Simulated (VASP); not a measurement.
# Ta16HC in VASP: notebook

The runs below take Ta16HC through single point, with PBEsol.

Program: VASP 6.6.1. These are calculated values, not measurements. Logs are shortened: lines on timing, memory, paths and dates and some standing lists are left out, and cuts for length are marked.

### Step 1. The cell of the first run

The cell holds a slab with vacuum, 18 atoms: a = 6.620 Å, b = 6.620 Å, c = 17.965 Å, α = 90.00°, β = 90.00°, γ = 90.00°.

### Step 2. Single point, PBEsol

The input, INCAR:

```
SYSTEM = Ta16HC
PREC     = Accurate       ! precision mode
ENCUT    = 520            ! plane-wave cutoff, eV
EDIFF    = 1E-7           ! SCF threshold, eV
ISMEAR   = -1             ! smearing method
SIGMA    = 0.05           ! smearing width, eV
LREAL    = Auto         
LASPH    = .TRUE.         ! aspherical terms in the spheres
NELM     = 80             ! most SCF steps
ALGO     = Normal         ! electronic algorithm
ISIF     = 2              ! what is computed and relaxed
LWAVE    = .FALSE.        ! write WAVECAR
LCHARG   = .FALSE.        ! write CHGCAR
GGA      = PS             ! functional
NBANDS   = 106            ! bands
```

The input, KPOINTS:

```
Automatic mesh
0
G
  3 3 1
  0 0 0
```

The input, POSCAR:

```
Ta16HC
1.0
    6.6200000000      0.0000000000      0.0000000000
    0.0000000000      6.6200000000      0.0000000000
    0.0000000000      0.0000000000     17.9650000000
Ta C H
16 1 1
Direct
    0.2500000000      0.2500000000      0.0556637907
    0.7500000000      0.2500000000      0.0556637907
    0.2500000000      0.7500000000      0.0556637907
    0.7500000000      0.7500000000      0.0556637907
   -0.0034743202     -0.0023867069      0.1307709435
    0.5031268882     -0.0031117825      0.1387030337
   -0.0020694864      0.5019939577      0.1350904537
    0.4932628399      0.5060120846      0.1353186752
    0.2496374622      0.2357854985      0.2310715280
    0.7437311178      0.2615861027      0.2234066240
    0.2273413897      0.7619033233      0.2293125522
    0.7467371601      0.7454078550      0.2296131367
   -0.0241389728      0.0171299094      0.3143946563
    0.4929003021      0.0133685801      0.3151127192
   -0.0204984894      0.4947885196      0.3114778736
    0.4922658610      0.5037462236      0.3137545227
    0.7564803625      0.2615105740      0.3442972446
    0.7433685801      0.3952870091      0.3895519065
```

Potentials or basis: VASP PAW PBE potentials, release 64 (Ta_pv, C, H).

The run is started by

```bash
cat potpaw_PBE.64/Ta_pv/POTCAR potpaw_PBE.64/C/POTCAR potpaw_PBE.64/H/POTCAR > POTCAR
mpirun -np 1 vasp_std > vasp.out
```

OUTCAR:

```text
SYSTEM = Ta16HC
   PREC = Accurate
   ENCUT = 520
   EDIFF = 1E-7
   ISMEAR = -1
   LREAL = Auto
   LASPH = .TRUE.
   NELM = 80
   ISIF = 2
   GGA = PS

 ion  position               nearest neighbor table
   1  0.250  0.250  0.056-   5 2.73   8 2.74   7 2.76   6 2.80   9 3.15   3 3.31   2 3.31   3 3.31
                             2 3.31
   2  0.750  0.250  0.056-   5 2.70   7 2.74   6 2.78   8 2.79  10 3.01   4 3.31   1 3.31   4 3.31
                             1 3.31
   3  0.250  0.750  0.056-   8 2.69   5 2.71   7 2.74   6 2.78  11 3.12   4 3.31   1 3.31   1 3.31
                             4 3.31
   4  0.750  0.750  0.056-   5 2.68   7 2.72   8 2.75   6 2.75  12 3.13   3 3.31   2 3.31   2 3.31
                             3 3.31
   5  0.997  0.998  0.131-   4 2.68   2 2.70   3 2.71   1 2.73  11 2.81   9 2.92  10 2.94  12 2.95
                             6 3.27   7 3.28  13 3.30   7 3.34   6 3.36
   6  0.503  0.997  0.139-   4 2.75   2 2.78   3 2.78   1 2.80  10 2.81  12 2.84   9 2.84  11 2.90
                            14 3.17   8 3.25   5 3.27   5 3.36   8 3.37
   7  0.998  0.502  0.135-   4 2.72   2 2.74   3 2.74   1 2.76  10 2.81  11 2.85  12 2.87   9 2.98
                            15 3.17   8 3.28   5 3.28   5 3.34   8 3.34
   8  0.493  0.506  0.135-   3 2.69   1 2.74   4 2.75   2 2.79  10 2.81  12 2.86   9 2.96  11 2.97
                            16 3.21   6 3.25   7 3.28   7 3.34   6 3.37
   9  0.250  0.236  0.231-  14 2.65  13 2.76  16 2.82   6 2.84  15 2.87   5 2.92   8 2.96   7 2.98
                            11 3.14   1 3.15  10 3.28  10 3.36  11 3.49
  10  0.744  0.262  0.223-  17 2.17  15 2.71  13 2.77   8 2.81   7 2.81   6 2.81  16 2.82  14 2.86
                             5 2.94   2 3.01  12 3.20   9 3.28   9 3.36  12 3.42
  11  0.227  0.762  0.229-   5 2.81  13 2.82  15 2.83   7 2.85  14 2.87  16 2.88   6 2.90   8 2.97
                             3 3.12   9 3.14  12 3.18  12 3.44   9 3.49
  12  0.747  0.745  0.230-  15 2.70  16 2.77  13 2.80   6 2.84   8 2.86   7 2.87  14 2.89   5 2.95
                             4 3.13  11 3.18  10 3.20  10 3.42  11 3.44
  13  0.976  0.017  0.314-  17 2.24   9 2.76  10 2.77  12 2.80  11 2.82  15 3.16  14 3.20   5 3.30
                            14 3.42  15 3.46
  14  0.493  0.013  0.315-  17 2.45   9 2.65  10 2.86  11 2.87  12 2.89   6 3.17  13 3.20  16 3.25
                            16 3.37  13 3.42
  15  0.980  0.495  0.311-  18 2.20  17 2.22  12 2.70  10 2.71  11 2.83   9 2.87  13 3.16   7 3.17
                            16 3.23  16 3.40  13 3.46
  16  0.492  0.504  0.314-  17 2.44  12 2.77   9 2.82  10 2.82  11 2.88   8 3.21  15 3.23  14 3.25
                            14 3.37  15 3.40
  17  0.756  0.262  0.344-  18 1.21  10 2.17  15 2.22  13 2.24  16 2.44  14 2.45
  18  0.743  0.395  0.390-  17 1.21  15 2.20

  LATTYP: Found a simple tetragonal cell.
 ALAT       =     6.6200000000
 C/A-ratio  =     2.7137462236

  Lattice vectors:

 A1 = (   6.6200000000,   0.0000000000,   0.0000000000)
 A2 = (   0.0000000000,   6.6200000000,   0.0000000000)
 A3 = (   0.0000000000,   0.0000000000,  17.9650000000)
[... 153 lines left out ...]
   EFERMI =   0.00;   METHOD = LEGACY
   ISMEAR =    -1;   SIGMA  =   0.05  broadening in eV -4-tet -1-fermi 0-gaus
   EFERMI_NEDOS =   21; number of points for ismear=-14 and -15
   IALGO  =     38    algorithm
   IMIX   =      4    mixing-type and parameters
     AMIX     =   0.40;   BMIX     =  1.00
     AMIX_MAG =   1.60;   BMIX_MAG =  1.00
  volume/ion in A,a.u.               =      43.74       295.17
  Fermi-wavevector in a.u.,A,eV,Ry     =   1.002890  1.895187 13.684581  1.005788
  Thomas-Fermi vector in A             =   2.135406
   LORBIT       =      0    0 simple, 1 ext, 2 COOP (PROOUT), +10 PAW based schemes
   GGA     = PS    functional components
   LHFCALC =     F    Hartree Fock is set to
   AEXX    =    0.0000 exact exchange contribution
   IVDW    =     0    specifies the selected vdW correction
   LEPSILON=     F    determine dielectric tensor
   LRPA    =     F    only Hartree local field effects (RPA)
 non-spin polarized calculation
  energy-cutoff  :      520.00
  volume of cell :      787.31
 maximum number of plane-waves:     21259
 NGX is ok and might be reduce to    50
   NGX = 25   NGY = 25   NGZ = 67

 number of electron     180.9999999 magnetization

 Free energy of the ion-electron system (eV)
  ---------------------------------------------------
  ext. energy  EPLUGINS =         0.00000000
  ---------------------------------------------------
  free energy    TOTEN  =      -198.81966233 eV

  energy without entropy =     -198.62704769  energy(sigma->0) =     -198.72335501

 E-fermi :  -0.0389     XC(G=0):  -5.9526

 val. band max:       -0.0402448361   @ k =   0.3333   0.0000   0.0000
 cond. band min:      -0.0227237387   @ k =   0.0000   0.3333   0.0000
 fundamental gap:      0.0175210975
 Fermi energy:        -0.0389424887

 k-point     1 :       0.0000    0.0000    0.0000
  band No.  band energies     occupation
      1     -34.9832      2.00000
      2     -34.9534      2.00000
      3     -34.9324      2.00000
      4     -34.8776      2.00000
      5     -34.8578      2.00000
      6     -34.8468      2.00000
[... 514 lines left out ...]
    101       0.6486      0.00000
    102       0.7019      0.00000
 [bands above 102 left out]

------------------------ aborting loop because EDIFF is reached ----------------------------------------

  FORCE on cell =-STRESS in cart. coord.  units (eV):
  Direction    XX          YY          ZZ          XY          YZ          ZX
  --------------------------------------------------------------------------------------
  -------------------------------------------------------------------------------------
  Total      -16.5596762    -15.9847654      0.5578896      0.5445248     -1.2887745      1.6898269
  in kB      -33.6991713    -32.5292198      1.1353130      1.1081156     -2.6226740      3.4388213
  external PRESSURE =     -21.6976927 kB  Pullay stress =       0.0000000 kB

 VOLUME and BASIS-vectors are now :
 -----------------------------------------------------------------------------
  energy-cutoff  :      520.00
  volume of cell :      787.31
      direct lattice vectors                 reciprocal lattice vectors
     6.620000000  0.000000000  0.000000000     0.151057402  0.000000000  0.000000000
     0.000000000  6.620000000  0.000000000     0.000000000  0.151057402  0.000000000
     0.000000000  0.000000000 17.965000000     0.000000000  0.000000000  0.055663791

 POSITION                                       TOTAL-FORCE (eV/Angst)
 -----------------------------------------------------------------------------------
      1.65500      1.65500      1.00000         0.238302     -0.046966      0.000248
      4.96500      1.65500      1.00000        -0.278445      0.205872      0.055283
      1.65500      4.96500      1.00000         0.078420      0.027948     -0.006841
      4.96500      4.96500      1.00000        -0.276748     -0.168131     -0.299625
      6.59700      6.60420      2.34930         0.017807      0.265874      1.027475
      3.33070      6.59940      2.49180        -0.647726      0.110704     -0.276368
[... 10 lines left out ...]
      5.00790      1.73120      6.18530        -0.835419     -0.232255      0.810103
      4.92110      2.61680      6.99830         0.036853     -0.518317     -0.224103
 -----------------------------------------------------------------------------------
    total drift:                                0.000482      0.003279     -0.005732

  FREE ENERGIE OF THE ION-ELECTRON SYSTEM (eV)
  ---------------------------------------------------
  free  energy   TOTEN  =      -198.8196623294 eV

  energy  without entropy=     -198.6270476920  energy(sigma->0) =     -198.72335501
```

OSZICAR:

```text
N       E                     dE             d eps       ncg     rms          rms(c)
DAV:   1     0.161599584500E+04    0.16160E+04   -0.10024E+05  1348   0.150E+03
DAV:   2    -0.125675828863E+03   -0.17417E+04   -0.17084E+04  1216   0.404E+02
DAV:   3    -0.217942811729E+03   -0.92267E+02   -0.89516E+02  1400   0.756E+01
[... 24 lines left out ...]
DAV:  28    -0.198819657017E+03   -0.72193E-05   -0.46206E-07   856   0.243E-03    0.600E-04
DAV:  29    -0.198819660790E+03   -0.37731E-05   -0.24419E-07   776   0.115E-03    0.341E-04
DAV:  30    -0.198819662031E+03   -0.12406E-05   -0.10603E-07   752   0.525E-04    0.179E-04
DAV:  31    -0.198819662282E+03   -0.25074E-06   -0.26443E-08   712   0.285E-04    0.814E-05
DAV:  32    -0.198819662329E+03   -0.47730E-07   -0.79663E-09   648   0.176E-04
   1 F= -.19881966E+03 E0= -.19872336E+03  d E =-.192615E+00
```

Wall time 32 min (1 thread of Intel Xeon Platinum 8259CL at 2.50GHz (Skylake/Cascade Lake), shared host); peak memory 0.85 GiB.

What came out:

```
Free energy            : -198.8197 eV
Largest force          : 1.876 eV/Å
Band gap on the k mesh : zero (an odd number of electrons rules out a gap without spin polarisation)
```

Forces on the atoms (eV/Å):
```
Ta   0.238 -0.047  0.000
Ta  -0.278  0.206  0.055
Ta   0.078  0.028 -0.007
Ta  -0.277 -0.168 -0.300
Ta   0.018  0.266  1.027
Ta  -0.648  0.111 -0.276
Ta   0.235 -0.160  0.251
Ta  -0.045 -0.285  0.357
Ta  -0.487  1.401 -0.571
Ta  -0.116 -0.896 -1.645
Ta   1.236 -0.869 -0.061
Ta  -0.393  0.840 -0.148
Ta  -0.368  0.358  0.382
Ta   0.948  0.425  0.083
Ta   0.617 -0.001  0.392
Ta   0.039 -0.458 -0.127
C   -0.835 -0.232  0.810
H    0.037 -0.518 -0.224
```

Caveat: there is no dipole correction, which matters where the two faces differ; the PAW data sets were made with another functional, which shifts forces and pressure a little; spin-orbit coupling is left out, which moves the levels of the heavy elements.

### Step 3. Single point, PBEsol

The input, INCAR:

```
ALGO = Normal ; EDIFF = 1E-6
ENCUT = 520 ; GGA = PS
ISIF = 2 ; ISMEAR = -1
LASPH = T ; LCHARG = F
LREAL = Auto ; LWAVE = F
NBANDS = 106 ; NELM = 60
PREC = Accurate ; SIGMA = 0.05
```

The input, KPOINTS:

```
k-points
0
Gamma
  3 3 1
```

The input, POSCAR:

```
Ta16HC
1.0
    6.6200000000      0.0000000000      0.0000000000
    0.0000000000      6.6200000000      0.0000000000
    0.0000000000      0.0000000000     17.9650000000
Ta C H
16 1 1
Direct
    0.2500000000      0.2500000000      0.0556637907
    0.7500000000      0.2500000000      0.0556637907
    0.2500000000      0.7500000000      0.0556637907
    0.7500000000      0.7500000000      0.0556637907
   -0.0024018127      0.0033534743      0.1278764264
    0.5275830816     -0.0049848943      0.1405009741
   -0.0036404834      0.4985649547      0.1361647648
    0.4979456193      0.5081419940      0.1338380184
    0.2596827795      0.2357401813      0.2311494573
    0.7389123867      0.2650604230      0.2249485110
    0.2261631420      0.7658006042      0.2306373504
    0.7521148036      0.7462537764      0.2275146117
   -0.0096978852      0.0232628399      0.3139048149
    0.4909969789      0.0162386707      0.3195936543
   -0.0089728097      0.4967522659      0.3116838297
    0.4899093656      0.5026435045      0.3128305038
    0.7667522659      0.2411782477      0.3509490676
    0.7293957704      0.3401057402      0.3973170053
```

Potentials or basis: VASP PAW PBE potentials, release 64 (Ta_pv, C, H).

The run is started by

```bash
cat potpaw_PBE.64/Ta_pv/POTCAR potpaw_PBE.64/C/POTCAR potpaw_PBE.64/H/POTCAR > POTCAR
mpirun -np 1 vasp_std > vasp.out
```

Wall time 27 min (1 thread of Intel Xeon Platinum 8259CL at 2.50GHz (Skylake/Cascade Lake), shared host); peak memory 0.85 GiB.

It converged, with:

```
Free energy            : -198.2367 eV
Largest force          : 2.797 eV/Å
Band gap on the k mesh : zero (an odd number of electrons rules out a gap without spin polarisation)
```

Forces on the atoms (eV/Å):
```
Ta   0.584 -0.014  0.008
Ta  -0.251  0.365 -0.337
Ta   0.245  0.089  0.057
Ta   0.036 -0.292 -0.498
Ta   0.427 -0.201  1.640
Ta  -2.701  0.324 -0.648
Ta   0.481  0.273  0.122
Ta  -0.288 -0.395  0.743
Ta  -0.704  1.452 -0.795
Ta   0.861 -0.885 -0.618
Ta   1.789 -0.987 -0.458
Ta  -0.206  0.611  0.625
Ta  -0.620  0.036  0.673
Ta   0.905 -0.111 -0.229
Ta  -0.021 -0.380  0.172
Ta   0.044 -0.086 -0.099
C   -0.398 -0.465 -1.653
H   -0.184  0.665  1.296
```

Levels at points of the mesh, in eV from the Fermi level:
| k point | band 87 | band 88 | band 89 | band 90 | band 91 | band 92 | band 93 | band 94 |
| --- | --- | --- | --- | --- | --- | --- | --- | --- |
| (0.00, 0.00, 0.00) | -0.11 | -0.06 | -0.03 | 0.03 | 0.13 | 0.17 | 0.22 | 0.35 |

Caveat: there is no dipole correction, which matters where the two faces differ; the PAW data sets were made with another functional, which shifts forces and pressure a little; spin-orbit coupling is left out, which moves the levels of the heavy elements.

The gap in the log of VASP goes by the Fermi energy; the results here count the filled bands.